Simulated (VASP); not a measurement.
# La (Fm-3m) in VASP: further runs

The runs below take La through single point, relaxation of cell and atoms, with LDA, PBE, r2SCAN.

Program: VASP 6.6.1. These are calculated values, not measurements. Logs are shortened: lines on timing, memory, paths and dates and some standing lists are left out, and cuts for length are marked.

### Step 1. The cell of the first run

The structure is cubic, space group Fm-3m (No. 225). The conventional cell has a = 5.280 Å, b = 5.280 Å, c = 5.280 Å, α = 90.00°, β = 90.00°, γ = 90.00°. Within 4.9 Å of La (site symmetry m-3m) lie 12 La at 3.73 Å.

This isn't the form of La at room conditions, which is double hcp.

### Step 2. Single point, LDA

File INCAR:

```
PREC     = Accurate       # precision mode
ENCUT    = 520            # plane-wave cutoff, eV
EDIFF    = 1E-6           # SCF threshold, eV
ISMEAR   = 0              # smearing method
SIGMA    = 0.1            # smearing width, eV
LREAL    = False          # projectors in reciprocal space
LASPH    = True           # aspherical terms in the spheres
NELM     = 60             # most SCF steps
ALGO     = Normal         # electronic algorithm
ISIF     = 2              # what is computed and relaxed
LWAVE    = False          # write WAVECAR
LCHARG   = False          # write CHGCAR
GGA      = CA             # functional
NBANDS   = 12             # bands
```

File KPOINTS:

```
Automatic mesh
0
Gamma
  18 18 18
```

File POSCAR:

```
La
1.0
    0.0000000000      2.6398052337      2.6398052337
    2.6398052337      0.0000000000      2.6398052337
    2.6398052337      2.6398052337      0.0000000000
La
1
Direct
    0.0000000000      0.0000000000      0.0000000000
```

Potentials or basis: VASP PAW LDA potentials, release 64 (La).

On the command line:

```sh
cat potpaw_LDA.64/La/POTCAR > POTCAR
mpirun -np 1 vasp_std > vasp.out
```

OUTCAR:

```text
PREC = Accurate
   ENCUT = 520
   EDIFF = 1E-6
   ISMEAR = 0
   LREAL = False
   LASPH = True
   NELM = 60
   ISIF = 2
   GGA = CA

 ion  position               nearest neighbor table
   1  0.000  0.000  0.000-

  LATTYP: Found a face centered cubic cell.
 ALAT       =     5.2796104674

  Lattice vectors:

 A1 = (   0.0000000000,   2.6398052337,   2.6398052337)
 A2 = (   2.6398052337,   0.0000000000,   2.6398052337)
 A3 = (   2.6398052337,   2.6398052337,   0.0000000000)

Analysis of symmetry for initial positions (statically):
=====================================================================
 Subroutine PRICEL returns:
 Original cell was already a primitive cell.

 Routine SETGRP: Setting up the symmetry group for a
 face centered cubic supercell.

 Subroutine GETGRP returns: Found 48 space group operations
 (whereof 48 operations were pure point group operations)
 out of a pool of 48 trial point group operations.

The static configuration has the point symmetry O_h .

Analysis of symmetry for dynamics (positions and initial velocities):
=====================================================================
 Subroutine PRICEL returns:
 Original cell was already a primitive cell.

 Routine SETGRP: Setting up the symmetry group for a
 face centered cubic supercell.

 Subroutine GETGRP returns: Found 48 space group operations
 (whereof 48 operations were pure point group operations)
 out of a pool of 48 trial point group operations.

The dynamic configuration has the point symmetry O_h .

 Subroutine INISYM returns: Found 48 space group operations
 (whereof 48 operations are pure point group operations),
 and found     1 'primitive' translations

----------------------------------------------------------------------------------------

                                     Primitive cell

  volume of cell :      36.7913

  direct lattice vectors                    reciprocal lattice vectors
     0.000000000  2.639805234  2.639805234    -0.189407913  0.189407913  0.189407913
     2.639805234  0.000000000  2.639805234     0.189407913 -0.189407913  0.189407913
     2.639805234  2.639805234  0.000000000     0.189407913  0.189407913 -0.189407913

  length of vectors
     3.733248364  3.733248364  3.733248364     0.328064129  0.328064129  0.328064129

  position of ions in fractional coordinates (direct lattice)
     0.000000000  0.000000000  0.000000000

  ion indices of the primitive-cell ions
   primitive index   ion index
                 1           1

----------------------------------------------------------------------------------------

 KPOINTS: Automatic mesh

Automatic generation of k-mesh.
 Grid dimensions read from file:
 generate k-points for:   18   18   18

 Generating k-lattice:

  Cartesian coordinates                     Fractional coordinates (reciprocal lattice)
    -0.010522662  0.010522662  0.010522662     0.055555556  0.000000000  0.000000000
     0.010522662 -0.010522662  0.010522662     0.000000000  0.055555556  0.000000000
     0.010522662  0.010522662 -0.010522662     0.000000000  0.000000000  0.055555556

  Length of vectors
     0.018225785  0.018225785  0.018225785

  Shift w.r.t. Gamma in fractional coordinates (k-lattice)
     0.000000000  0.000000000  0.000000000

 Subroutine IBZKPT returns following result:
 ===========================================

 Found    195 irreducible k-points:

 Following reciprocal coordinates:
            Coordinates               Weight
  0.000000  0.000000  0.000000      1.000000
  0.055556  0.000000  0.000000      8.000000
  0.111111  0.000000  0.000000      8.000000
  0.166667  0.000000  0.000000      8.000000
  0.222222  0.000000  0.000000      8.000000
  0.277778  0.000000  0.000000      8.000000
[... 16 lines left out ...]
 -0.277778  0.055556  0.000000     24.000000
 -0.222222  0.055556  0.000000     24.000000
 [... further k-points ...]
   k-points           NKPTS =    195   k-points in BZ     NKDIM =    195   number of bands    NBANDS=     12
   number of dos      NEDOS =    301   number of ions     NIONS =      1
   total plane-waves  NPLWV =  21952
   dimension x,y,z NGX =    28 NGY =   28 NGZ =   28
   dimension x,y,z NGXF=    56 NGYF=   56 NGZF=   56
   ions per type =               1
   NGX,Y,Z   is equivalent  to a cutoff of  12.47, 12.47, 12.47 a.u.
   NGXF,Y,Z  is equivalent  to a cutoff of  24.94, 24.94, 24.94 a.u.
 SYSTEM =  unknown system
   PREC   = accura    normal or accurate (medium, high low for compatibility)
   ISTART =      0    job   : 0-new  1-cont  2-samecut
   ICHARG =      2    charge: 1-file 2-atom 10-const
   ISPIN  =      1    spin polarized calculation?
   LNONCOLLINEAR =      F non collinear calculations
   LSORBIT =      F    spin-orbit coupling
   LASPH  =      T    aspherical Exc in radial PAW
   ENCUT  =  520.0 eV  38.22 Ry    6.18 a.u.   6.94  6.94  6.94*2*pi/ulx,y,z
   NELM   =     60;   NELMIN=  2; NELMDL= -5     # of ELM steps
   EDIFF  = 0.1E-05   stopping-criterion for ELM
   LREAL  =      F    real-space projection
   EDIFFG = 0.1E-04   stopping-criterion for IOM
   NSW    =      0    number of steps for IOM
   IBRION =     -1    ionic relax: 0-MD 1-quasi-New 2-CG
   NFREE  =      0    steps in history (QN), initial steepest desc. (CG)
   ISIF   =      2    stress and relaxation
   ISYM   =      2    0-nonsym 1-usesym 2-fastsym
   POTIM  = 0.5000    time-step for ionic-motion
   TEBEG  =    0.0;   TEEND  =   0.0 temperature during run
   PSTRESS=    0.0 pullay stress
   NELECT =      11.0000    total number of electrons
   NUPDOWN=      -1.0000    fix difference up-down
   EMIN   =  10.00;   EMAX   =-10.00  energy-range for DOS
   EFERMI =   0.00;   METHOD = LEGACY
   ISMEAR =     0;   SIGMA  =   0.10  broadening in eV -4-tet -1-fermi 0-gaus
   EFERMI_NEDOS =   21; number of points for ismear=-14 and -15
   IALGO  =     38    algorithm
   IMIX   =      4    mixing-type and parameters
     AMIX     =   0.40;   BMIX     =  1.00
     AMIX_MAG =   1.60;   BMIX_MAG =  1.00
  volume/ion in A,a.u.               =      36.79       248.28
  Fermi-wavevector in a.u.,A,eV,Ry     =   1.094688  2.068661 16.304442  1.198343
  Thomas-Fermi vector in A             =   2.230998
   LORBIT       =      0    0 simple, 1 ext, 2 COOP (PROOUT), +10 PAW based schemes
   GGA     = CA    functional components
   LHFCALC =     F    Hartree Fock is set to
   AEXX    =    0.0000 exact exchange contribution
   IVDW    =     0    specifies the selected vdW correction
   LEPSILON=     F    determine dielectric tensor
   LRPA    =     F    only Hartree local field effects (RPA)
 non-spin polarized calculation
 Gauss-broadening in eV      SIGMA  =   0.10
  energy-cutoff  :      520.00
  volume of cell :       36.79
 maximum number of plane-waves:      1004
   NGX = 13   NGY = 13   NGZ = 13

 number of electron      10.9999999 magnetization

 Free energy of the ion-electron system (eV)
  ---------------------------------------------------
  ext. energy  EPLUGINS =         0.00000000
  ---------------------------------------------------
  free energy    TOTEN  =        -5.53087994 eV

  energy without entropy =       -5.51974206  energy(sigma->0) =       -5.52531100

 E-fermi :   7.7446     XC(G=0):  -9.8009

 val. band max:        7.7389401506   @ k =   0.2778   0.1667   0.0556
 cond. band min:       7.7458347239   @ k =   0.4444   0.2222   0.0556
 fundamental gap:      0.0068945733
 Fermi energy:         7.7446004077

 k-point     1 :       0.0000    0.0000    0.0000
  band No.  band energies     occupation
      1     -24.9878      2.00000
      2      -7.9502      2.00000
      3      -7.9502      2.00000
      4      -7.9502      2.00000
      5       4.5516      2.00000
      6       8.8993      0.00000
      7       9.2331      0.00000
      8       9.2331      0.00000
      9       9.2331      0.00000
     10       9.3722      0.00000
     11       9.3722      0.00000
     12       9.3722      0.00000

 k-point     2 :       0.0556    0.0000    0.0000
  band No.  band energies     occupation
      1     -24.9817      2.00000
      2      -8.0002      2.00000
      3      -7.9560      2.00000
      4      -7.9560      2.00000
      5       4.6475      2.00000
      6       8.7296      0.00000
      7       9.2338      0.00000
      8       9.2338      0.00000
      9       9.3176      0.00000
     10       9.3768      0.00000
     11       9.3768      0.00000
     12       9.4160      0.00000

 k-point     3 :       0.1111    0.0000    0.0000
  band No.  band energies     occupation
      1     -24.9643      2.00000
      2      -8.1414      2.00000
      3      -7.9725      2.00000
      4      -7.9725      2.00000
      5       4.9174      2.00000
      6       8.4655      0.00000
      7       9.2329      0.00000
      8       9.2329      0.00000
      9       9.3029      0.00000
     10       9.3870      0.00000
     11       9.3870      0.00000
     12       9.5909      0.00000

 k-point     4 :       0.1667    0.0000    0.0000
  band No.  band energies     occupation
      1     -24.9374      2.00000
      2      -8.3502      2.00000
      3      -7.9977      2.00000
      4      -7.9977      2.00000
      5       5.3043      2.00000
      6       8.2528      0.00000
      7       9.2250      0.00000
      8       9.2250      0.00000
      9       9.2529      0.00000
     10       9.3961      0.00000
     11       9.3961      0.00000
     12       9.7486      0.00000

 k-point     5 :       0.2222    0.0000    0.0000
  band No.  band energies     occupation
      1     -24.9041      2.00000
      2      -8.5953      2.00000
      3      -8.0282      2.00000
      4      -8.0282      2.00000
      5       5.7020      2.00000
      6       8.1906      0.00000
      7       9.1880      0.00000
      8       9.2058      0.00000
      9       9.2058      0.00000
     10       9.4005      0.00000
     11       9.4005      0.00000
     12       9.8975      0.00000
[... 228 lines left out ...]
      1     -24.7959      2.00000
      2      -9.2803      2.00000
      3      -8.1669      2.00000
      4      -8.1156      2.00000
      5       6.1322      2.00000
      6       8.6866      0.00000
      7       9.0690      0.00000
      8       9.2424      0.00000
      9       9.3031      0.00000
     10       9.3863      0.00000
     11       9.4341      0.00000
     12       9.8696      0.00000

 k-point    22 :      -0.3333    0.0556    0.0000
  band No.  band energies     occupation
      1     -24.8208      2.00000
      2      -9.1266      2.00000
      3      -8.1501      2.00000
      4      -8.0878      2.00000
      5       6.1562      2.00000
      6       8.7648      0.00000
      7       8.8783      0.00000
      8       9.1045      0.00000
      9       9.3229      0.00000
     10       9.3775      0.00000
     11       9.4397      0.00000
     12       9.8985      0.00000

 k-point    23 :      -0.2778    0.0556    0.0000
  band No.  band energies     occupation
      1     -24.8529      2.00000
      2      -8.9207      2.00000
      3      -8.1237      2.00000
      4      -8.0554      2.00000
      5       6.1077      2.00000
      6       8.4185      0.00000
      7       8.8917      0.00000
      8       9.1487      0.00000
      9       9.3391      0.00000
     10       9.3680      0.00000
     11       9.4474      0.00000
     12       9.9181      0.00000

 k-point    24 :      -0.2222    0.0556    0.0000
  band No.  band energies     occupation
      1     -24.8881      2.00000
      2      -8.6835      2.00000
      3      -8.0905      2.00000
      4      -8.0223      2.00000
      5       5.8939      2.00000
      6       8.1526      0.00000
      7       9.0010      0.00000
      8       9.1891      0.00000
      9       9.3506      0.00000
     10       9.3584      0.00000
     11       9.4515      0.00000
     12       9.9039      0.00000

 [... further k-points ...]

------------------------ aborting loop because EDIFF is reached ----------------------------------------

  FORCE on cell =-STRESS in cart. coord.  units (eV):
  Direction    XX          YY          ZZ          XY          YZ          ZX
  --------------------------------------------------------------------------------------
  -------------------------------------------------------------------------------------
  Total       -0.8007441     -0.8007441     -0.8007441      0.0000000     -0.0000000      0.0000000
  in kB      -34.8705390    -34.8705390    -34.8705390      0.0000000     -0.0000000      0.0000000
  external PRESSURE =     -34.8705390 kB  Pullay stress =       0.0000000 kB

 VOLUME and BASIS-vectors are now :
 -----------------------------------------------------------------------------
  energy-cutoff  :      520.00
  volume of cell :       36.79
      direct lattice vectors                 reciprocal lattice vectors
     0.000000000  2.639805234  2.639805234    -0.189407913  0.189407913  0.189407913
     2.639805234  0.000000000  2.639805234     0.189407913 -0.189407913  0.189407913
     2.639805234  2.639805234  0.000000000     0.189407913  0.189407913 -0.189407913

 POSITION                                       TOTAL-FORCE (eV/Angst)
 -----------------------------------------------------------------------------------
      0.00000      0.00000      0.00000        -0.000000      0.000000      0.000000
 -----------------------------------------------------------------------------------
    total drift:                                0.000000      0.000000      0.000000

  FREE ENERGIE OF THE ION-ELECTRON SYSTEM (eV)
  ---------------------------------------------------
  free  energy   TOTEN  =        -5.5308799405 eV

  energy  without entropy=       -5.5197420632  energy(sigma->0) =       -5.52531100
```

Run time: 32 s. Hardware: 1 thread of Intel Xeon 6975P-C (Granite Rapids), shared host; peak memory 0.23 GiB.

What came out:

* Free energy: -5.5309 eV
* Pressure: -3.5 GPa
* Band gap on the k mesh: zero (an odd number of electrons rules out a gap without spin polarisation)

Levels at points of the mesh, in eV from the Fermi level:
```tsv
k point	band 3	band 4	band 5	band 6	band 7	band 8
(0.00, 0.00, 0.00)	-15.69	-15.69	-3.19	1.15	1.49	1.49
(0.50, 0.00, 0.00)	-15.88	-15.88	-1.73	1.19	1.28	1.28
(0.50, 0.50, 0.00)	-16.21	-16.21	-1.99	-1.40	1.72	1.72
```

Caveat: the cell stands under tension; spin-orbit coupling is left out, which moves the levels of the heavy elements.

(Part 1 of 2 ends here.)
